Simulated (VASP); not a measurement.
## MgO: single point with PBEsol

**The experiment to reproduce.**

From “Electronic structure of alkaline earth and post-transition metal oxides”, 2009, arxiv:0908.1581, for a bulk crystal of MgO: band gap 7.83 eV.

Crystal: MgO.

```
Mg O
1.0
     0.00000    2.10437    2.10437
     2.10437    0.00000    2.10437
     2.10437    2.10437    0.00000
Mg O
1 1
Direct
  0.00000 0.00000 0.00000
  0.50000 0.50000 0.50000
```

| Property | Result |
| --- | --- |
| Program | VASP 6.6.1 |
| Task | single point |
| Functional | PBEsol |
| Potentials or basis | VASP PAW PBE potentials, release 64 (Mg, O) |
| Cutoff | 600 eV |
| k mesh | 10 × 10 × 10 |
| Occupations | gaussian, width 0.02 eV |
| Spin | no spin polarisation |
| Dipole correction | no |
| Further INCAR settings | ALGO = Normal; EDIFF = 1e-06; NBANDS = 11 |

| Item | Value |
| --- | --- |
| Pressure | -0.1 GPa |
| Band gap on the k mesh | 4.66 eV |

Levels at points of the mesh, in eV from the valence-band top:
```csv
k point,band 2,band 3,band 4,band 5,band 6,band 7
"(0.00, 0.00, 0.00)",0.00,0.00,0.00,4.66,15.65,15.65
"(0.50, 0.00, 0.00)",-4.69,-0.67,-0.67,7.76,12.53,16.20
"(0.50, 0.50, 0.00)",-4.16,-1.37,-1.37,8.93,9.90,13.00
```

Wall time 6.7 s on 1 thread of Intel(R) Xeon(R) Platinum 8259CL CPU @ 2.50GHz (Skylake/Cascade Lake), with other jobs on the host, peak memory 0.14 GiB.

Measured gap of MgO: 7.83 eV (quoted in “Electronic structure of alkaline earth and post-transition metal oxides”, 2009, arxiv:0908.1581). This calculation gives 4.66 eV (-3.17 eV). The value is that of PBEsol, without temperature or zero-point motion. Semilocal functionals fall short of measured gaps as a rule.

Caveat: the PAW data sets were made with another functional, which shifts forces and pressure a little.
